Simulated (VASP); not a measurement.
# Na (R-3m) in VASP: further runs

The runs below take Na through single point, with PBE.

All numbers are computed with VASP 6.6.1; they aren't measurements. Logs are shortened: lines on timing, memory, paths and dates and some standing lists are left out, and cuts for length are marked.

## (1) The cell of the first run

The structure is trigonal, space group R-3m (No. 166). The conventional cell has a = 7.546 Å, b = 7.546 Å, c = 2.310 Å, α = 90.00°, β = 90.00°, γ = 120.00°. Within 3.1 Å of Na (site symmetry -3m) lie 2 Na at 2.31 Å.

## (2) Single point, PBE

File INCAR:

```
SYSTEM = Na
PREC = Accurate ; ENCUT = 520
EDIFF = 1E-7 ; ISMEAR = 0
SIGMA = 0.15 ; LREAL = .False.
LASPH = .True. ; NELM = 80
ALGO = Fast ; ISIF = 2
LWAVE = .False. ; LCHARG = .True.
GGA = PE ; LELF = .True.
LVHAR = .True. ; NBANDS = 10
```

File KPOINTS:

```
regular mesh
0
Gamma
  18 18 18
  0 0 0
```

File POSCAR:

```
Na
1.0
   -3.1125299603      2.2232356860      2.2232356860
    2.2232356860     -3.1125299603      2.2232356860
    2.2232356860      2.2232356860     -3.1125299603
Na
1
Direct
    0.0000000000      0.0000000000      0.0000000000
```

Potentials or basis: VASP PAW PBE potentials, release 64 (Na_pv).

On the command line:

```console
$ cat potpaw_PBE.64/Na_pv/POTCAR > POTCAR
$ mpirun -np 1 vasp_std > vasp.out
```

OUTCAR:

```text
SYSTEM = Na
   PREC = Accurate
   ENCUT = 520
   EDIFF = 1E-7
   ISMEAR = 0
   LREAL = .False.
   LASPH = .True.
   NELM = 80
   ISIF = 2
   GGA = PE

 ion  position               nearest neighbor table
   1  0.000  0.000  0.000-

  LATTYP: Found a trigonal (rhomboedric) cell.
 ALAT       =     4.4241831545
 COS(alpha) =    -0.4545454545

  Lattice vectors:

 A1 = (  -3.1125299603,   2.2232356860,   2.2232356860)
 A2 = (   2.2232356860,  -3.1125299603,   2.2232356860)
 A3 = (   2.2232356860,   2.2232356860,  -3.1125299603)

Analysis of symmetry for initial positions (statically):
=====================================================================
 Subroutine PRICEL returns:
 Original cell was already a primitive cell.

 Routine SETGRP: Setting up the symmetry group for a
 trigonal (rhombohedral) supercell.

 Subroutine GETGRP returns: Found 12 space group operations
 (whereof 12 operations were pure point group operations)
 out of a pool of 12 trial point group operations.

The static configuration has the point symmetry D_3d.

Analysis of symmetry for dynamics (positions and initial velocities):
=====================================================================
 Subroutine PRICEL returns:
 Original cell was already a primitive cell.

 Routine SETGRP: Setting up the symmetry group for a
 trigonal (rhombohedral) supercell.

 Subroutine GETGRP returns: Found 12 space group operations
 (whereof 12 operations were pure point group operations)
 out of a pool of 12 trial point group operations.

The dynamic configuration has the point symmetry D_3d.

 Subroutine INISYM returns: Found 12 space group operations
 (whereof 12 operations are pure point group operations),
 and found     1 'primitive' translations

----------------------------------------------------------------------------------------

                                     Primitive cell

  volume of cell :      37.9778

  direct lattice vectors                    reciprocal lattice vectors
    -3.112529960  2.223235686  2.223235686     0.124943019  0.312357547  0.312357547
     2.223235686 -3.112529960  2.223235686     0.312357547  0.124943019  0.312357547
     2.223235686  2.223235686 -3.112529960     0.312357547  0.312357547  0.124943019

  length of vectors
     4.424183155  4.424183155  4.424183155     0.459069964  0.459069964  0.459069964

  position of ions in fractional coordinates (direct lattice)
     0.000000000  0.000000000  0.000000000

  ion indices of the primitive-cell ions
[... 74 lines left out ...]
   EDIFF  = 0.1E-06   stopping-criterion for ELM
   LREAL  =      F    real-space projection
   EDIFFG = 0.1E-05   stopping-criterion for IOM
   NSW    =      0    number of steps for IOM
   IBRION =     -1    ionic relax: 0-MD 1-quasi-New 2-CG
   NFREE  =      0    steps in history (QN), initial steepest desc. (CG)
   ISIF   =      2    stress and relaxation
   ISYM   =      2    0-nonsym 1-usesym 2-fastsym
   POTIM  = 0.5000    time-step for ionic-motion
   TEBEG  =    0.0;   TEEND  =   0.0 temperature during run
   PSTRESS=    0.0 pullay stress
   NELECT =       7.0000    total number of electrons
   NUPDOWN=      -1.0000    fix difference up-down
   EMIN   =  10.00;   EMAX   =-10.00  energy-range for DOS
   EFERMI =   0.00;   METHOD = LEGACY
   ISMEAR =     0;   SIGMA  =   0.15  broadening in eV -4-tet -1-fermi 0-gaus
   EFERMI_NEDOS =   21; number of points for ismear=-14 and -15
   IALGO  =     68    algorithm
   IMIX   =      4    mixing-type and parameters
     AMIX     =   0.40;   BMIX     =  1.00
     AMIX_MAG =   1.60;   BMIX_MAG =  1.00
  volume/ion in A,a.u.               =      37.98       256.29
  Fermi-wavevector in a.u.,A,eV,Ry     =   0.931674  1.760609 11.810087  0.868017
  Thomas-Fermi vector in A             =   2.058192
   LORBIT       =      0    0 simple, 1 ext, 2 COOP (PROOUT), +10 PAW based schemes
   GGA     = PE    functional components
   LHFCALC =     F    Hartree Fock is set to
   AEXX    =    0.0000 exact exchange contribution
   IVDW    =     0    specifies the selected vdW correction
   LEPSILON=     F    determine dielectric tensor
   LRPA    =     F    only Hartree local field effects (RPA)
 non-spin polarized calculation
 RMM-DIIS sequential band-by-band and
 Gauss-broadening in eV      SIGMA  =   0.15
  energy-cutoff  :      520.00
  volume of cell :       37.98
 maximum number of plane-waves:      1053
 NGX is ok and might be reduce to    36

 number of electron       6.9999995 magnetization

 Free energy of the ion-electron system (eV)
  ---------------------------------------------------
  ext. energy  EPLUGINS =         0.00000000
  ---------------------------------------------------
  free energy    TOTEN  =        -0.50718161 eV

  energy without entropy =       -0.50149816  energy(sigma->0) =       -0.50433989

 E-fermi :   0.3766     XC(G=0):  -6.3911

 val. band max:        0.3745329854   @ k =  -0.4444   0.1667   0.0000
 cond. band min:       0.3818687464   @ k =   0.1667   0.1667   0.0000
 fundamental gap:      0.0073357609
 Fermi energy:         0.3765939828

 k-point     1 :       0.0000    0.0000    0.0000
  band No.  band energies     occupation
      1     -25.8140      2.00000
      2     -25.8140      2.00000
      3     -25.4879      2.00000
      4      -2.8822      2.00000
      5       6.7816      0.00000
      6       6.7816      0.00000
      7       7.0285      0.00000
      8       7.0285      0.00000
      9       8.2771      0.00000
     10       8.7247      0.00000
[... 287 lines left out ...]
 k-point    24 :      -0.2222    0.0556    0.0000
  band No.  band energies     occupation
      1     -25.7771      2.00000
      2     -25.7764      2.00000
      3     -25.7553      2.00000
      4      -1.8411      2.00000
      5       5.4856      0.00000
      6       5.9817      0.00000
      7       7.7471      0.00000
      8       8.7754      0.00000
      9      10.7883      0.00000
     10      11.2622      0.00000

 [... further k-points ...]
[... 5 lines left out ...]
  --------------------------------------------------------------------------------------
  -------------------------------------------------------------------------------------
  Total        0.6928868      0.6928868      0.6928868      1.4205403      1.4205403      1.4205403
  in kB       29.2309289     29.2309289     29.2309289     59.9285690     59.9285690     59.9285690
  external PRESSURE =      29.2309289 kB  Pullay stress =       0.0000000 kB

 VOLUME and BASIS-vectors are now :
 -----------------------------------------------------------------------------
  energy-cutoff  :      520.00
  volume of cell :       37.98
      direct lattice vectors                 reciprocal lattice vectors
    -3.112529960  2.223235686  2.223235686     0.124943019  0.312357547  0.312357547
     2.223235686 -3.112529960  2.223235686     0.312357547  0.124943019  0.312357547
     2.223235686  2.223235686 -3.112529960     0.312357547  0.312357547  0.124943019

 POSITION                                       TOTAL-FORCE (eV/Angst)
 -----------------------------------------------------------------------------------
      0.00000      0.00000      0.00000         0.000000     -0.000000     -0.000000
 -----------------------------------------------------------------------------------
    total drift:                               -0.000000      0.000000      0.000000

  FREE ENERGIE OF THE ION-ELECTRON SYSTEM (eV)
  ---------------------------------------------------
  free  energy   TOTEN  =        -0.5071816109 eV

  energy  without entropy=       -0.5014981612  energy(sigma->0) =       -0.50433989
```

Wall time 7.5 min (1 thread of Intel Xeon Platinum 8375C at 2.90GHz (Ice Lake), shared host); peak memory 0.33 GiB.

What came out:

```
Free energy : -0.5072 eV
Pressure    : 2.9 GPa
```

Stress tensor (GPa, compression positive):
```
2.92 5.99 5.99
5.99 2.92 5.99
5.99 5.99 2.92
```

## (3) Single point, PBE

This run uses another cell than the first one, of the same volume but with other edges.

File INCAR:

```
SYSTEM = Na
ALGO = Fast ; EDIFF = 1E-7
ENCUT = 520 ; GGA = PE
ISIF = 2 ; ISMEAR = 0
LASPH = .True. ; LCHARG = .True.
LELF = .True. ; LREAL = .False.
LVHAR = .True. ; LWAVE = .False.
NBANDS = 10 ; NELM = 80
PREC = Accurate ; SIGMA = 0.15
```

File KPOINTS:

```
k-points
0
Gamma
  18 18 18
  0 0 0
```

File POSCAR:

```
Na
1.0
   -2.6030266391      2.1441344049      2.1441344049
    2.1441344049     -2.6030266391      2.1441344049
    2.1441344049      2.1441344049     -2.6030266391
Na
1
Direct
    0.0000000000      0.0000000000      0.0000000000
```

Potentials or basis: VASP PAW PBE potentials, release 64 (Na_pv).

On the command line:

```console
$ cat potpaw_PBE.64/Na_pv/POTCAR > POTCAR
$ mpirun -np 1 vasp_std > vasp.out
```

It took 4.9 min on 1 thread of Intel Xeon Platinum 8375C at 2.90GHz (Ice Lake), shared host; peak memory 0.29 GiB.

Results (log left out):

```yaml
Free_energy: -1.1605 eV
Pressure: 0.3 GPa
```

Stress tensor (GPa, compression positive):
```
0.35 2.15 2.15
2.15 0.35 2.15
2.15 2.15 0.35
```

Levels at points of the mesh, in eV from the Fermi level:
| k point | band 1 | band 2 | band 3 | band 4 | band 5 | band 6 | band 7 | band 8 |
| --- | --- | --- | --- | --- | --- | --- | --- | --- |
| (0.00, 0.00, 0.00) | -25.15 | -25.15 | -25.14 | -3.23 | 9.09 | 9.09 | 9.62 | 9.62 |
| (0.50, 0.00, 0.00) | -25.32 | -25.14 | -25.13 | 1.93 | 2.57 | 7.95 | 8.46 | 8.88 |
| (0.50, 0.50, 0.00) | -25.17 | -25.16 | -25.14 | 0.04 | 0.22 | 6.44 | 6.65 | 14.29 |
| (0.50, 0.50, 0.50) | -25.32 | -25.14 | -25.14 | 4.76 | 4.92 | 4.92 | 5.54 | 5.54 |

## (4) Single point, PBE

This run uses another cell than the first one, of the same volume but with other edges.

File INCAR:

```
PREC = Accurate
ENCUT = 520
EDIFF = 1E-7
ISMEAR = 0
SIGMA = 0.15
LREAL = F
LASPH = T
NELM = 80
ALGO = Fast
ISIF = 2
LWAVE = F
LCHARG = T
GGA = PE
LELF = T
LVHAR = T
NBANDS = 10
```

File KPOINTS:

```
Automatic mesh
0
Gamma
  18 18 18
```

File POSCAR:

```
Na
1.0
   -1.6302800879      2.1464305404      2.1464305404
    2.1464305404     -1.6302800879      2.1464305404
    2.1464305404      2.1464305404     -1.6302800879
Na
1
Direct
    0.0000000000      0.0000000000      0.0000000000
```

Potentials or basis: VASP PAW PBE potentials, release 64 (Na_pv).

On the command line:

```console
$ cat potpaw_PBE.64/Na_pv/POTCAR > POTCAR
$ mpirun -np 1 vasp_std > vasp.out
```

OUTCAR:

```text
PREC = Accurate
   ENCUT = 520
   EDIFF = 1E-7
   ISMEAR = 0
   LREAL = F
   LASPH = T
   NELM = 80
   ISIF = 2
   GGA = PE

 ion  position               nearest neighbor table
   1  0.000  0.000  0.000-

  LATTYP: Found a trigonal (rhomboedric) cell.
 ALAT       =     3.4455973785
 COS(alpha) =    -0.2014297014

  Lattice vectors:

 A1 = (  -1.6302800879,   2.1464305404,   2.1464305404)
 A2 = (   2.1464305404,  -1.6302800879,   2.1464305404)
[... 492 lines left out ...]
      9      12.0129      0.00000
     10      12.7154      0.00000

 [... further k-points ...]

------------------------ aborting loop because EDIFF is reached ----------------------------------------

  FORCE on cell =-STRESS in cart. coord.  units (eV):
  Direction    XX          YY          ZZ          XY          YZ          ZX
  --------------------------------------------------------------------------------------
  -------------------------------------------------------------------------------------
  Total        0.0141440      0.0141440      0.0141440     -0.1284672     -0.1284672     -0.1284672
  in kB        0.5966934      0.5966934      0.5966934     -5.4196651     -5.4196651     -5.4196651
  external PRESSURE =       0.5966934 kB  Pullay stress =       0.0000000 kB

 VOLUME and BASIS-vectors are now :
 -----------------------------------------------------------------------------
  energy-cutoff  :      520.00
  volume of cell :       37.98
      direct lattice vectors                 reciprocal lattice vectors
    -1.630280088  2.146430540  2.146430540    -0.051328642  0.213452036  0.213452036
     2.146430540 -1.630280088  2.146430540     0.213452036 -0.051328642  0.213452036
     2.146430540  2.146430540 -1.630280088     0.213452036  0.213452036 -0.051328642

 POSITION                                       TOTAL-FORCE (eV/Angst)
 -----------------------------------------------------------------------------------
      0.00000      0.00000      0.00000         0.000000      0.000000     -0.000000
 -----------------------------------------------------------------------------------
    total drift:                               -0.000000     -0.000000     -0.000000

  FREE ENERGIE OF THE ION-ELECTRON SYSTEM (eV)
  ---------------------------------------------------
  free  energy   TOTEN  =        -1.2476423347 eV

  energy  without entropy=       -1.2419178862  energy(sigma->0) =       -1.24478011
```

Wall time 3.6 min (1 thread of Intel Xeon Platinum 8375C at 2.90GHz (Ice Lake), shared host); peak memory 0.28 GiB.

What came out:

| Quantity | Value |
| --- | --- |
| Free energy | -1.2476 eV |
| Pressure | 0.1 GPa |

Stress tensor (GPa, compression positive):
```
 0.06 -0.54 -0.54
-0.54  0.06 -0.54
-0.54 -0.54  0.06
```

## (5) Single point, PBE

This run uses another cell than the first one, of the same volume but with other edges.

File INCAR:

```
SYSTEM = Na
PREC = Accurate
ENCUT = 520
EDIFF = 1E-7
ISMEAR = 0
SIGMA = 0.15
LREAL = .False.
LASPH = .True.
NELM = 80
ALGO = Fast
ISIF = 2
LWAVE = .False.
LCHARG = .True.
GGA = PE
LELF = .True.
LVHAR = .True.
NBANDS = 10
```

File KPOINTS:

```
regular mesh
0
Gamma
  18 18 18
  0 0 0
```

File POSCAR:

```
Na
1.0
   -2.8453170384      2.1758306764      2.1758306764
    2.1758306764     -2.8453170384      2.1758306764
    2.1758306764      2.1758306764     -2.8453170384
Na
1
Direct
    0.0000000000      0.0000000000      0.0000000000
```

On the command line:

```console
$ cat potpaw_PBE.64/Na_pv/POTCAR > POTCAR
$ mpirun -np 1 vasp_std > vasp.out
```

Run time: 4.3 min. Hardware: 1 thread of Intel Xeon Platinum 8375C at 2.90GHz (Ice Lake), shared host; peak memory 0.31 GiB.

Results (log left out):

* Free energy: -0.9266 eV
* Pressure: 1.2 GPa

Stress tensor (GPa, compression positive):
```
1.24 3.76 3.76
3.76 1.24 3.76
3.76 3.76 1.24
```

Levels at points of the mesh, in eV from the Fermi level:
| k point | band 1 | band 2 | band 3 | band 4 | band 5 | band 6 |
| --- | --- | --- | --- | --- | --- | --- |
| (0.00, 0.00, 0.00) | -25.54 | -25.54 | -25.45 | -3.26 | 7.84 | 7.84 |
| (0.50, 0.00, 0.00) | -25.90 | -25.49 | -25.49 | 2.81 | 3.51 | 8.18 |
| (0.50, 0.50, 0.00) | -25.55 | -25.55 | -25.45 | -0.26 | -0.23 | 5.30 |
| (0.50, 0.50, 0.50) | -25.89 | -25.49 | -25.49 | 5.12 | 5.48 | 5.48 |

## (6) Single point, PBE

This run uses another cell than the first one, of the same volume but with other edges.

File INCAR:

```
SYSTEM = Na
ALGO     = Fast           ! electronic algorithm
EDIFF    = 1E-6           ! SCF threshold, eV
ENCUT    = 520            ! plane-wave cutoff, eV
GGA      = PE             ! functional
ISIF     = 2              ! what is computed and relaxed
ISMEAR   = 0              ! smearing method
LASPH    = .TRUE.         ! aspherical terms in the spheres
LCHARG   = .TRUE.         ! write CHGCAR
LELF     = .TRUE.         ! ELF
LREAL    = .FALSE.        ! projectors in reciprocal space
LVHAR    = .TRUE.       
LWAVE    = .FALSE.        ! write WAVECAR
NBANDS   = 10             ! bands
NELM     = 100            ! most SCF steps
PREC     = Accurate       ! precision mode
SIGMA    = 0.15           ! smearing width, eV
```

File KPOINTS:

```
k-points
0
G
  18 18 18
  0 0 0
```

File POSCAR:

```
Na
1.0
   -1.8598008717      2.1254867106      2.1254867106
    2.1254867106     -1.8598008717      2.1254867106
    2.1254867106      2.1254867106     -1.8598008717
Na
1
Direct
    0.0000000000      0.0000000000      0.0000000000
```

Potentials or basis: VASP PAW PBE potentials, release 64 (Na_pv).

On the command line:

```console
$ cat potpaw_PBE.64/Na_pv/POTCAR > POTCAR
$ mpirun -np 1 vasp_std > vasp.out
```

Run time: 3 min. Hardware: 1 thread of Intel Xeon Platinum 8375C at 2.90GHz (Ice Lake), shared host; peak memory 0.29 GiB.

Results (log left out):

```yaml
Free_energy: -1.2888 eV
Pressure: -0.2 GPa
```

Stress tensor (GPa, compression positive):
```
-0.18 -0.49 -0.49
-0.49 -0.18 -0.49
-0.49 -0.49 -0.18
```

Levels at points of the mesh, in eV from the Fermi level:
| k point | band 1 | band 2 | band 3 | band 4 | band 5 | band 6 |
| --- | --- | --- | --- | --- | --- | --- |
| (0.00, 0.00, 0.00) | -24.96 | -24.96 | -24.96 | -3.23 | 10.22 | 10.22 |
| (0.50, 0.00, 0.00) | -25.00 | -24.96 | -24.96 | 0.39 | 0.72 | 8.56 |
| (0.50, 0.50, 0.00) | -25.00 | -24.98 | -24.96 | 1.22 | 1.76 | 6.78 |
| (0.50, 0.50, 0.50) | -25.00 | -25.00 | -24.97 | 4.59 | 4.59 | 4.81 |

## (7) Single point, PBE

This run uses another cell than the first one, of the same volume but with other edges.

File INCAR:

```
SYSTEM = Na
  ALGO = Fast
  EDIFF = 1E-7
  ENCUT = 520
  GGA = PE
  ISIF = 2
  ISMEAR = 0
  LASPH = .TRUE.
  LCHARG = .TRUE.
  LELF = .TRUE.
  LREAL = .FALSE.
  LVHAR = .TRUE.
  LWAVE = .FALSE.
  NBANDS = 10
  NELM = 100
  PREC = Accurate
  SIGMA = 0.15
```

KPOINTS is that of step 6.

File POSCAR:

```
Na
1.0
   -2.0088326752      2.1189056985      2.1189056985
    2.1189056985     -2.0088326752      2.1189056985
    2.1189056985      2.1189056985     -2.0088326752
Na
1
Direct
    0.0000000000      0.0000000000      0.0000000000
```

On the command line:

```console
$ cat potpaw_PBE.64/Na_pv/POTCAR > POTCAR
$ mpirun -np 1 vasp_std > vasp.out
```

It took 3.3 min on 1 thread of Intel Xeon Platinum 8375C at 2.90GHz (Ice Lake), shared host; peak memory 0.29 GiB.

It converged, with:

```yaml
Free_energy: -1.3079 eV
Pressure: -0.2 GPa
```

Stress tensor (GPa, compression positive):
```
-0.19 -0.27 -0.27
-0.27 -0.19 -0.27
-0.27 -0.27 -0.19
```

Levels at points of the mesh, in eV from the Fermi level:
| k point | band 1 | band 2 | band 3 | band 4 | band 5 | band 6 |
| --- | --- | --- | --- | --- | --- | --- |
| (0.00, 0.00, 0.00) | -24.93 | -24.93 | -24.93 | -3.23 | 11.08 | 11.08 |
| (0.50, 0.00, 0.00) | -24.96 | -24.94 | -24.93 | 0.58 | 0.97 | 8.27 |
| (0.50, 0.50, 0.00) | -24.97 | -24.94 | -24.93 | 0.94 | 1.43 | 7.74 |
| (0.50, 0.50, 0.50) | -24.96 | -24.96 | -24.94 | 4.50 | 4.50 | 4.78 |

## (8) Summary

```tsv
cell	further INCAR settings	gap on the mesh (eV)	pressure (GPa)
a = 4.424 Å, angles 117.0°, 1 atom	ALGO = Fast; EDIFF = 1e-07; NBANDS = 10	none	2.9
a = 3.996 Å, angles 114.3°, 1 atom	ALGO = Fast; EDIFF = 1e-07; NBANDS = 10	none	0.3
a = 3.446 Å, angles 101.6°, 1 atom	ALGO = Fast; EDIFF = 1e-07; NBANDS = 10	none	0.1
a = 4.191 Å, angles 115.8°, 1 atom	ALGO = Fast; EDIFF = 1e-07; NBANDS = 10	none	1.2
a = 3.535 Å, angles 105.7°, 1 atom	ALGO = Fast; EDIFF = 1e-06; NBANDS = 10	none	-0.2
a = 3.608 Å, angles 108.0°, 1 atom	ALGO = Fast; EDIFF = 1e-07; NBANDS = 10	none	-0.2
```

Alike in all rows: task single point; level PBE; potentials or basis VASP PAW PBE potentials, release 64 (Na_pv); no spin polarisation; k mesh 18 × 18 × 18; cutoff (eV) 520; smearing gaussian 0.15 eV.

Absolute energies hang on the potentials; compare differences alone.
